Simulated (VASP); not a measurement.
A run of VASP 6.6.1:

The input POSCAR:

```
Be
1.0
    3.6506991543      0.0000000000      0.0000000000
    0.0000000000      3.6506991543      0.0000000000
    0.0000000000      0.0000000000      2.2227596477
Be
4
Direct
    0.2974080000      0.2974080000      0.0000000000
    0.7025920000      0.7025920000      0.0000000000
    0.2025920000      0.7974080000      0.5000000000
    0.7974080000      0.2025920000      0.5000000000
```

The input INCAR.step1:

```
SYSTEM = Be
  PREC = Accurate
  ENCUT = 660
  ISMEAR = -1
  SIGMA = 0.15
  LREAL = .False.
  LASPH = .True.
  NELM = 120
  NBANDS = 12
  GGA = PE
  ALGO = Normal
  EDIFF = 1E-5
  LWAVE = .True.
  LCHARG = .False.
  GGA_COMPAT = .False.
```

Contents of INCAR.step2:

```
SYSTEM = Be
  PREC = Accurate
  ENCUT = 660
  EDIFF = 1E-6
  ISMEAR = -1
  SIGMA = 0.15
  LREAL = .False.
  LASPH = .True.
  NELM = 120
  ALGO = Normal
  ISIF = 2
  LWAVE = .False.
  LCHARG = .False.
  METAGGA = R2SCAN
  LMIXTAU = .True.
  NBANDS = 12
  ISTART = 1
  GGA_COMPAT = .False.
```

Contents of KPOINTS:

```
Automatic mesh
0
Gamma
  6 6 10
  0 0 0
```

Potentials or basis: VASP PAW PBE potentials, release 64 (Be).

Command:

```console
$ cat potpaw_PBE.64/Be/POTCAR > POTCAR
$ cp INCAR.step1 INCAR
$ mpirun -np 1 vasp_std > vasp.out
$ cp INCAR.step2 INCAR
$ mpirun -np 1 vasp_std > vasp.out
```

Hardware: 1 thread of AMD EPYC 7R13, on a shared host.

Question: Estimate the wall time of this run.

Answer: Run time: 110 s on 1 thread of AMD EPYC 7R13 (shared host), peak memory 0.14 GiB. Counts: k points 60.
